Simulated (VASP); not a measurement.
Set up this calculation in VASP 6.6.1, as the native input.

- Task: relaxation of the atoms
- Functional: PBE
- Potentials or basis: VASP PAW PBE potentials, release 64 (Zr_sv)
- Cutoff: 520 eV
- k mesh: 15 × 15 × 1
- Occupations: fermi-dirac, width 0.08 eV
- Spin: no spin polarisation
- Dipole correction: yes
- Further INCAR settings: ALGO = Normal; EDIFF = 1e-06; IBRION = 2; EDIFFG = -0.01; NSW = 60

The structure of Zr lies in POSCAR:

```
Zr
1.0
    3.2310992956      0.0000000000      0.0000000000
   -1.6155496478      2.7982140722      0.0000000000
    0.0000000000      0.0000000000     18.1751000000
Zr
3
Direct
    0.0000000000      0.0000000000      0.3576311598
    0.3333333340      0.6666666660      0.5000000000
    0.0000000000      0.0000000000      0.6423688402
```

These files were run (other wordings do the same):

INCAR

```
PREC = Accurate
ENCUT = 520
EDIFF = 1E-6
ISMEAR = -1
SIGMA = 0.08
LREAL = False
LASPH = True
NELM = 60
ALGO = Normal
ISIF = 2
LWAVE = False
LCHARG = False
LDIPOL = True
IDIPOL = 3
DIPOL = 0.5 0.5 0.500
GGA = PE
IBRION = 2
NSW = 60
EDIFFG = -0.01
```

KPOINTS

```
regular mesh
0
Gamma
  15 15 1
```

Potentials or basis: VASP PAW PBE potentials, release 64 (Zr_sv).

The run is started by

```console
$ cat potpaw_PBE.64/Zr_sv/POTCAR > POTCAR
$ mpirun -np 1 vasp_std > vasp.out
```

It gave:

| Property | Result |
| --- | --- |
| Energy gained by relaxing | 11.6 meV/atom |
| Ionic steps | 6 |
| Band gap on the k mesh | zero (bands 18 and 19 overlap by 1.24 eV) |

It took 7.6 min on 1 thread of Oxide Virtual Turin-like Processor, with other jobs on the host, peak memory 0.28 GiB.
